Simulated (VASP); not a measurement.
ZnO, 4 atoms in the cell. Symmetry: P6_3mc, No. 186, hexagonal system. The conventional cell has a = 3.235 Å, b = 3.235 Å, c = 5.211 Å, α = 90.00°, β = 90.00°, γ = 120.00°. Zn (site symmetry 3m) has 4 O at 1.97 to 1.98 Å within 2.6 Å. O (site symmetry 3m) has 4 Zn at 1.97 to 1.98 Å within 2.6 Å. 

- Program: VASP 6.6.1
- Task: single point
- Functional: r2SCAN
- Potentials or basis: VASP PAW PBE potentials, release 64 (Zn, O)
- Cutoff: 520 eV
- k mesh: 14 × 14 × 8
- Occupations: fermi-dirac, width 0.05 eV
- Spin: no spin polarisation
- Dipole correction: no
- Further INCAR settings: ALGO = Normal; EDIFF = 1e-06; NBANDS = 26

Potentials or basis: VASP PAW PBE potentials, release 64 (Zn, O).

Run with:

```console
$ cat potpaw_PBE.64/Zn/POTCAR potpaw_PBE.64/O/POTCAR > POTCAR
$ cp INCAR.step1 INCAR
$ mpirun -np 1 vasp_std > vasp.out
$ cp INCAR.step2 INCAR
$ mpirun -np 1 vasp_std > vasp.out
```

Hardware: 1 thread of Intel(R) Xeon(R) 6975P-C (Granite Rapids) (shared host).

**Question.** Estimate the wall time of this run.

**Answer.** Wall time 2.9 min on 1 thread of Intel(R) Xeon(R) 6975P-C (Granite Rapids), with other jobs on the host, peak memory 0.25 GiB. Counts: k points 120.
